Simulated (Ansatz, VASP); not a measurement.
**SiO2: VASP beside Ansatz**

Contents of POSCAR:

```
SiO2
1.0
    4.1854060762      0.0000000000      0.0000000000
    0.0000000000      4.1854060762      0.0000000000
    0.0000000000      0.0000000000      2.6687449733
Si O
2 4
Direct
    0.5000000000      0.5000000000      0.5000000000
    0.0000000000      0.0000000000      0.0000000000
    0.6769906213      0.7107797815      0.0000000000
    0.1769906213      0.7892202185      0.5000000000
    0.3230093787      0.2892202185      0.0000000000
    0.8230093787      0.2107797815      0.5000000000
```

INCAR.step1

```
SYSTEM = SiO2
ALGO = Normal ; EDIFF = 1E-4
ENCUT = 520 ; GGA = PE
ISMEAR = 0 ; LASPH = .TRUE.
LCHARG = .FALSE. ; LREAL = .FALSE.
LWAVE = .TRUE. ; NBANDS = 25
NELM = 80 ; PREC = Accurate
SIGMA = 0.05
```

File INCAR.step2:

```
SYSTEM = SiO2
ALGO = Normal ; EDIFF = 1E-6
ENCUT = 520 ; ISIF = 2
ISMEAR = 0 ; ISTART = 1
LASPH = .TRUE. ; LCHARG = .FALSE.
LMIXTAU = .TRUE. ; LREAL = .FALSE.
LWAVE = .FALSE. ; METAGGA = R2SCAN
NBANDS = 25 ; NELM = 80
PREC = Accurate ; SIGMA = 0.05
```

KPOINTS

```
k-points
0
G
  6 6 8
  0 0 0
```

Input for Ansatz:

```yaml
crystal:
  lattice:
    - [4.1854060762, 0.0, 0.0]
    - [0.0, 4.1854060762, 0.0]
    - [0.0, 0.0, 2.6687449733]
  atoms:
    - { symbol: Si, position: [0.5, 0.5, 0.5] }
    - { symbol: Si, position: [0.0, 0.0, 0.0] }
    - { symbol: O, position: [0.6769906213, 0.7107797815, 0.0] }
    - { symbol: O, position: [0.1769906213, 0.7892202185, 0.5] }
    - { symbol: O, position: [0.3230093787, 0.2892202185, 0.0] }
    - { symbol: O, position: [0.8230093787, 0.2107797815, 0.5] }
basis:
  ecutwfc: 500
kpoints:
  mp_grid: { grid: [6, 6, 8] }
hamiltonian:
  xc: r2scan
scf:
  occupations: { method: gaussian, width: 0.05 }
output:
  forces: true
  stress: true
  eigenvalues: true
```

Change from the starting cell: mode 4 (232.3 1/cm) frozen in, largest displacement -0.100 Å.

Alike in both runs: task single point; functional r2SCAN; k mesh 6 × 6 × 8; occupations gaussian, width 0.05 eV; no spin polarisation.

|  | VASP | Ansatz |
| --- | --- | --- |
| version | VASP 6.6.1 | Ansatz 0.2.0 |
| potentials or method | VASP PAW PBE potentials, release 64 (Si, O), cutoff 520 eV | scalar-relativistic, plane waves, PAW |
| valence electrons in the cell | 32 | 32 |

```csv
,VASP,Ansatz,Ansatz less VASP
gap on the k mesh at the Fermi level (eV),6.55,6.55,+0.004
least direct gap on the mesh (eV),6.55,6.55,+0.004
pressure (GPa),-0.5,-0.9,-0.39
"traceless stress, the component that is largest in VASP (GPa)",-5.25,-4.98,+0.272
rms of the force components (eV/Å),0.164,0.165,+0.0004
```

VASP's potentials were made for PBE, not for r2SCAN. Atom by atom the forces differ by 0.010 eV/Å (rms over components).
